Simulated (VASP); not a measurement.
Here is a VASP 6.6.1 calculation.

File INCAR:

```
SYSTEM = Pb
PREC = Accurate
ENCUT = 600
EDIFF = 1E-6
ISMEAR = 0
SIGMA = 0.1
LREAL = .False.
LASPH = .True.
NELM = 60
ALGO = Fast
ISIF = 4
LWAVE = .False.
LCHARG = .False.
GGA = PS
IBRION = 2
NSW = 50
EDIFFG = -0.01
```

Contents of KPOINTS:

```
regular mesh
0
Gamma
  12 12 8
  0 0 0
```

The input POSCAR:

```
Pb
1.0
    3.5236558660      0.0000000000      0.0000000000
   -1.7618279330      3.0515754941      0.0000000000
    0.0000000000      0.0000000000      5.8947395725
Pb
2
Direct
    0.3333333333      0.6666666667      0.2500000000
    0.6666666667      0.3333333333      0.7500000000
```

Potentials or basis: VASP PAW PBE potentials, release 64 (Pb_d).

Run with:

```sh
$ cat potpaw_PBE.64/Pb_d/POTCAR > POTCAR
$ mpirun -np 1 vasp_std > vasp.out
```

(1) What does it give for the band gap on the k mesh?

Results:

(1) zero (bands 14 and 15 overlap by 7.54 eV).

Caveat: spin-orbit coupling is left out, which moves the levels of the heavy elements.
